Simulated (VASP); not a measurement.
CdP2C:

```
CELL_PARAMETERS angstrom
3.30484 0.00000 0.00000
0.00000 3.30484 0.00000
0.00000 0.00000 5.97184
ATOMIC_POSITIONS crystal
Cd 0.00000 0.00000 0.00000
P 0.00000 0.50000 0.32654
P 0.50000 0.00000 0.67346
C 0.50000 0.50000 0.50000
```

Base run:

```yaml
Program: VASP 6.6.1
Functional: r2SCAN
Potentials_or_basis: VASP PAW PBE potentials, release 64 (Cd, P, C)
Cutoff: 520 eV
k_mesh: 6 × 6 × 4
Occupations: fermi-dirac, width 0.02 eV
Spin: no spin polarisation
```

Its results: band gap on the k mesh zero (bands 13 and 14 overlap by 0.21 eV); pressure 0.2 GPa; largest force 0.226 eV/Å.

Task: The run is repeated on the same cell with these changes: functional from r2SCAN to PBE-based screened hybrid with 75 % exact exchange; k mesh from 6 × 6 × 4 to 4 × 4 × 2. What comes out?

Result: Band gap on the k mesh zero (bands 13 and 14 overlap by 0.33 eV); pressure -5.2 GPa; largest force 1.209 eV/Å.

Several settings changed at once.

Caveats: some runs use coarse meshes; the PAW data sets were made with another functional, which shifts forces and pressure a little.
